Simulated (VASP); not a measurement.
Crystal: Ir.

```
Ir
1.0
     0.00000    1.91560    1.91560
     1.91560    0.00000    1.91560
     1.91560    1.91560    0.00000
Ir
1
Cartesian
  0.0000 0.0000 0.0000
```

```yaml
Program: VASP 6.6.1
Task: relaxation of cell and atoms
Functional: BLYP
Dispersion: D4
Potentials_or_basis: VASP PAW PBE potentials, release 64 (Ir)
Cutoff: 600 eV
k_mesh: 12 × 12 × 12
Occupations: fermi-dirac, width 0.05 eV
Spin: no spin polarisation
```

At the start: pressure 12.2 GPa; volume 14.06 Å³/atom.

**Question.** Where does the relaxation end?

**Answer.** Over 5 steps the energy falls by 16.6 meV/atom and the volume is 14.51 Å³/atom (+3.2 %); space group Fm-3m (No. 225, to 0.05 Å).

The path:
| step | energy change (eV) | largest force (eV/Å) | pressure (GPa) | volume (Å³) |
| --- | --- | --- | --- | --- |
| 1 | 0.0000 | 0.0000 | 12.17 | 14.06 |
| 2 | 0.1817 | 0.0000 | -30.62 | 16.35 |
| 3 | -0.0166 | 0.0000 | -0.55 | 14.54 |
| 4 | -0.0166 | 0.0000 | -0.19 | 14.52 |
| 5 | -0.0166 | 0.0000 | 0.11 | 14.51 |

Final structure:
```yaml
crystal:
  lattice:
    - [0.00000, 1.93573, 1.93573]
    - [1.93573, 0.00000, 1.93573]
    - [1.93573, 1.93573, 0.00000]
  atoms:
    - { symbol: Ir, position: [0.00000, 0.00000, 0.00000] }
```

Caveat: the PAW data sets were made with another functional, which shifts forces and pressure a little; pairwise dispersion overbinds metals, which lowers pressure and volume.
